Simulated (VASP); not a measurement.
Here is a VASP 6.6.1 calculation.

Contents of INCAR:

```
ALGO = Normal ; EDIFF = 1E-6
ENCUT = 520 ; GGA = PE
ISIF = 2 ; ISMEAR = 0
LASPH = T ; LCHARG = F
LREAL = F ; LWAVE = F
NBANDS = 18 ; NELM = 80
PREC = Accurate ; SIGMA = 0.05
```

File KPOINTS:

```
k-points
0
Gamma
  9 9 6
```

The input POSCAR:

```
LiF
1.0
    3.0098972840      0.0000000000      0.0000000000
   -1.5049486420      2.6066475107      0.0000000000
    0.0000000000      0.0000000000      4.8642950006
Li F
2 2
Direct
    0.3333333333      0.6666666667      0.3810713234
    0.6666666667      0.3333333333      0.8810713234
    0.3333333333      0.6666666667      0.9939266766
    0.6666666667      0.3333333333      0.4939266766
```

Potentials or basis: VASP PAW PBE potentials, release 64 (Li_sv, F).

Launch:

```sh
$ cat potpaw_PBE.64/Li_sv/POTCAR potpaw_PBE.64/F/POTCAR > POTCAR
$ mpirun -np 1 vasp_std > vasp.out
```

Estimate the largest force.

0.124 eV/Å.

What does it give for the band gap on the k mesh?

8.06 eV, direct.

Forces in eV/Å, atoms in the order of the input:
```
Li   0.000  0.000 -0.124
Li   0.000  0.000 -0.124
F    0.000  0.000  0.124
F    0.000  0.000  0.124
```

 A k mesh can miss the band edges.
